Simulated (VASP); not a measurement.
Runs of VASP 6.6.1 on Li3YSb2. The structure is that of space group P-3m1 (No. 164), or close to it. The cells are those of the table. 

```tsv
cell	gap on the mesh (eV)	pressure (GPa)	largest force (eV/Å)
a = 4.501, b = 4.501, c = 7.139 Å, angles 90.0, 90.0, 120.0°, 6 atoms	none	-2.4	0.08
a = 4.591, b = 4.591, c = 7.282 Å, angles 90.0, 90.0, 120.0°, 6 atoms	none	(b)	0.18
a = 4.635, b = 4.635, c = 7.351 Å, angles 90.0, 90.0, 120.0°, 6 atoms	none	(a)	0.22
a = 4.547, b = 4.547, c = 7.211 Å, angles 90.0, 90.0, 120.0°, 6 atoms	none	-3.6	0.13
a = 4.455, b = 4.455, c = 7.066 Å, angles 90.0, 90.0, 120.0°, 6 atoms	none	-1.0	0.02
```

Alike in all rows: task single point; level LDA; potentials or basis VASP PAW LDA potentials, release 64 (Li_sv, Y_sv, Sb); no spin polarisation; k mesh 6 × 6 × 4; cutoff (eV) 750; smearing methfessel-paxton 0.1 eV.

Estimate the missing entries.

(a) -5.5; (b) -4.6.

Caveats: semilocal functionals underestimate gaps, and a narrow one can read as zero; spin-orbit coupling is left out, which moves the levels of the heavy elements; the cell stands under tension (at least some runs).

A k mesh can miss the band edges, and the runs leave out spin-orbit coupling on Sb, Y.

A gap of «none» marks levels without a gap at the run's occupations.
